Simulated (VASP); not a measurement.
The system is TlBr.

```
CELL_PARAMETERS angstrom
3.94518 0.00000 0.00000
0.00000 3.94518 0.00000
0.00000 0.00000 3.94518
ATOMIC_POSITIONS crystal
Tl 0.00000 0.00000 0.00000
Br 0.50000 0.50000 0.50000
```

Base run:

```yaml
Program: VASP 6.6.1
Functional: r2SCANh
Potentials_or_basis: VASP PAW PBE potentials, release 64 (Tl_d, Br)
Cutoff: 440 eV
k_mesh: 4 × 4 × 4
Occupations: gaussian, width 0.01 eV
Spin: no spin polarisation
```

Its results: band gap on the k mesh 2.71 eV; pressure 1.1 GPa.

Q: The run is repeated on the same cell with these changes: functional from r2SCANh to PBE0; cutoff from 440 eV to 400 eV; share of exact exchange from 0.1 to 0.25. What comes out?

A: Band gap on the k mesh 3.14 eV; pressure 1.4 GPa.

Caveats: the PAW data sets were made with another functional, which shifts forces and pressure a little; spin-orbit coupling is left out, which moves the levels of the heavy elements.

A k mesh can miss the band edges.
